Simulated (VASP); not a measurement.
# SnO2 (Fm-3m) in VASP: a series of runs, part 2 of 2

VASP 6.6.1. Earlier steps stand in the parts before.

### Step 4. Single point, r2SCAN (volume changed by +6%)

POSCAR

```
SnO2
1.0
    0.0000000000      2.5831554081      2.5831554081
    2.5831554081      0.0000000000      2.5831554081
    2.5831554081      2.5831554081      0.0000000000
Sn O
1 2
Direct
    0.0000000000      0.0000000000      0.0000000000
    0.2500000000      0.2500000000      0.2500000000
    0.7500000000      0.7500000000      0.7500000000
```

INCAR.step1

```
PREC = Accurate
ENCUT = 520
ISMEAR = 0
SIGMA = 0.01
LREAL = F
LASPH = T
NELM = 80
NBANDS = 20
GGA = PE
ALGO = Normal
EDIFF = 1E-4
LWAVE = T
LCHARG = F
```

INCAR.step2

```
PREC = Accurate
ENCUT = 520
EDIFF = 1E-7
ISMEAR = 0
SIGMA = 0.01
LREAL = F
LASPH = T
NELM = 80
ALGO = Normal
ISIF = 2
LWAVE = F
LCHARG = F
METAGGA = R2SCAN
LMIXTAU = T
NBANDS = 20
ISTART = 1
```

KPOINTS

```
regular mesh
0
Gamma
  8 8 8
```

The run is started by

```sh
cat potpaw_PBE.64/Sn_d/POTCAR potpaw_PBE.64/O/POTCAR > POTCAR
cp INCAR.step1 INCAR
mpirun -np 1 vasp_std > vasp.out
cp INCAR.step2 INCAR
mpirun -np 1 vasp_std > vasp.out
```

Wall time 44 s (1 thread of Intel Xeon 6975P-C (Granite Rapids), shared host); peak memory 0.17 GiB.

The run converged. Its results:

```
Free energy            : -41.4259 eV
Pressure               : -10.5 GPa
Band gap on the k mesh : 0.26 eV, indirect (least direct gap 1.58 eV)
```

Levels at points of the mesh, in eV from the valence-band top:
| k point | band 11 | band 12 | band 13 | band 14 | band 15 | band 16 |
| --- | --- | --- | --- | --- | --- | --- |
| (0.00, 0.00, 0.00) | -1.32 | -1.32 | -1.32 | 0.26 | 7.67 | 7.67 |
| (0.50, 0.00, 0.00) | -3.22 | -2.05 | -2.05 | 4.97 | 8.34 | 10.84 |
| (0.50, 0.50, 0.00) | -0.19 | -0.19 | -0.08 | 3.53 | 7.56 | 10.20 |

Caveat: the PAW data sets were made with another functional, which shifts forces and pressure a little; spin-orbit coupling is left out, which moves the levels of the heavy elements.

### Step 5. Single point, r2SCAN (volume changed by -3%)

POSCAR

```
SnO2
1.0
    0.0000000000      2.5078746451      2.5078746451
    2.5078746451      0.0000000000      2.5078746451
    2.5078746451      2.5078746451      0.0000000000
Sn O
1 2
Direct
    0.0000000000      0.0000000000      0.0000000000
    0.2500000000      0.2500000000      0.2500000000
    0.7500000000      0.7500000000      0.7500000000
```

INCAR.step1

```
ALGO = Normal
EDIFF = 1E-5
ENCUT = 910
GGA = PE
GGA_COMPAT = False
ISMEAR = 0
LASPH = True
LCHARG = False
LREAL = False
LWAVE = True
NBANDS = 20
NELM = 120
PREC = Accurate
SIGMA = 0.01
```

INCAR.step2

```
ALGO = Normal
EDIFF = 1E-6
ENCUT = 910
GGA_COMPAT = False
ISIF = 2
ISMEAR = 0
ISTART = 1
LASPH = True
LCHARG = True
LELF = True
LMIXTAU = True
LREAL = False
LVHAR = True
LWAVE = False
METAGGA = R2SCAN
NBANDS = 20
NELM = 120
PREC = Accurate
SIGMA = 0.01
```

KPOINTS

```
k-points
0
Gamma
  8 8 8
```

Potentials or basis: VASP PAW PBE potentials, release 64 (Sn_d, O_h).

The run is started by

```sh
cat potpaw_PBE.64/Sn_d/POTCAR potpaw_PBE.64/O_h/POTCAR > POTCAR
cp INCAR.step1 INCAR
mpirun -np 1 vasp_std > vasp.out
cp INCAR.step2 INCAR
mpirun -np 1 vasp_std > vasp.out
```

It took 81 s on 1 thread of Intel Xeon Platinum 8559C (Emerald Rapids), shared host; peak memory 0.24 GiB.

The run converged. Its results:

```
Free energy            : -41.4721 eV
Pressure               : 8.6 GPa
Band gap on the k mesh : 1.19 eV, indirect (least direct gap 2.69 eV)
```

Levels at points of the mesh, in eV from the valence-band top:
| k point | band 9 | band 10 | band 11 | band 12 | band 13 | band 14 | band 15 | band 16 | band 17 | band 18 |
| --- | --- | --- | --- | --- | --- | --- | --- | --- | --- | --- |
| (0.00, 0.00, 0.00) | -3.13 | -3.13 | -1.50 | -1.50 | -1.50 | 1.19 | 8.02 | 8.02 | 8.02 | 14.14 |
| (0.50, 0.00, 0.00) | -4.12 | -3.61 | -3.61 | -2.28 | -2.28 | 5.86 | 8.76 | 11.71 | 11.71 | 16.47 |
| (0.50, 0.50, 0.00) | -5.86 | -5.86 | -0.22 | -0.22 | -0.16 | 4.03 | 8.39 | 10.64 | 13.76 | 13.76 |

Caveat: the cutoff is under 1.25 times the usual one of these potentials, so pressure, stress and relaxed cells hold a basis-set (Pulay) error; the PAW data sets were made with another functional, which shifts forces and pressure a little; spin-orbit coupling is left out, which moves the levels of the heavy elements. A k mesh can miss the band edges.

### Step 6. Single point, r2SCAN (volume changed by -6%)

POSCAR

```
SnO2
1.0
    0.0000000000      2.4817490510      2.4817490510
    2.4817490510      0.0000000000      2.4817490510
    2.4817490510      2.4817490510      0.0000000000
Sn O
1 2
Direct
    0.0000000000      0.0000000000      0.0000000000
    0.2500000000      0.2500000000      0.2500000000
    0.7500000000      0.7500000000      0.7500000000
```

INCAR.step1

```
PREC = Accurate ; ENCUT = 910
ISMEAR = 0 ; SIGMA = 0.01
LREAL = F ; LASPH = T
NELM = 120 ; NBANDS = 20
GGA = PE ; ALGO = Normal
EDIFF = 1E-5 ; LWAVE = T
LCHARG = F ; GGA_COMPAT = F
```

INCAR.step2

```
PREC = Accurate ; ENCUT = 910
EDIFF = 1E-6 ; ISMEAR = 0
SIGMA = 0.01 ; LREAL = F
LASPH = T ; NELM = 120
ALGO = Normal ; ISIF = 2
LWAVE = F ; LCHARG = F
METAGGA = R2SCAN ; LMIXTAU = T
NBANDS = 20 ; ISTART = 1
GGA_COMPAT = F
```

KPOINTS

```
Automatic mesh
0
Gamma
  8 8 8
```

Potentials or basis: VASP PAW PBE potentials, release 64 (Sn_d, O_h).

The run is started by

```sh
cat potpaw_PBE.64/Sn_d/POTCAR potpaw_PBE.64/O_h/POTCAR > POTCAR
cp INCAR.step1 INCAR
mpirun -np 1 vasp_std > vasp.out
cp INCAR.step2 INCAR
mpirun -np 1 vasp_std > vasp.out
```

Wall time 83 s (1 thread of Intel Xeon 6975P-C (Granite Rapids), shared host); peak memory 0.22 GiB.

It converged, with:

```
Free energy            : -41.3899 eV
Pressure               : 17.6 GPa
Band gap on the k mesh : 1.54 eV, indirect (least direct gap 3.11 eV)
```

Levels at points of the mesh, in eV from the valence-band top:
```csv
k point,band 11,band 12,band 13,band 14,band 15,band 16
"(0.00, 0.00, 0.00)",-1.57,-1.57,-1.57,1.54,8.14,8.14
"(0.50, 0.00, 0.00)",-3.76,-2.37,-2.37,6.19,8.88,12.03
"(0.50, 0.50, 0.00)",-0.23,-0.23,-0.19,4.20,8.70,10.82
```

Caveat: the cutoff is under 1.25 times the usual one of these potentials, so pressure, stress and relaxed cells hold a basis-set (Pulay) error; the PAW data sets were made with another functional, which shifts forces and pressure a little; spin-orbit coupling is left out, which moves the levels of the heavy elements.

### Step 7. Overview

| potentials or basis | cell | cutoff (eV) | second run | gap on the mesh (eV) | pressure (GPa) |
| --- | --- | --- | --- | --- | --- |
| VASP PAW PBE potentials, release 64 (Sn_d, O) | a = 3.583 Å, angles 60.0°, 3 atoms | 520 | - | 0.86 | 1.4 |
| VASP PAW PBE potentials, release 64 (Sn_d, O) | a = 3.618 Å, angles 60.0°, 3 atoms | 520 | - | 0.55 | -5.1 |
| VASP PAW PBE potentials, release 64 (Sn_d, O) | a = 3.653 Å, angles 60.0°, 3 atoms | 520 | - | 0.26 | -10.5 |
| VASP PAW PBE potentials, release 64 (Sn_d, O_h) | a = 3.547 Å, angles 60.0°, 3 atoms | 910 | hard_potentials | 1.19 | 8.6 |
| VASP PAW PBE potentials, release 64 (Sn_d, O_h) | a = 3.510 Å, angles 60.0°, 3 atoms | 910 | hard_potentials | 1.54 | 17.6 |

Alike in all rows: task single point; level r2SCAN; no spin polarisation; k mesh 8 × 8 × 8; smearing gaussian 0.01 eV.

Caveats: the PAW data sets were made with another functional, which shifts forces and pressure a little; spin-orbit coupling is left out, which moves the levels of the heavy elements; the cutoff is under 1.25 times the usual one of these potentials, so pressure, stress and relaxed cells hold a basis-set (Pulay) error (some runs).

Total energies depend on the potentials used, so only differences within one code and one set of settings carry meaning.
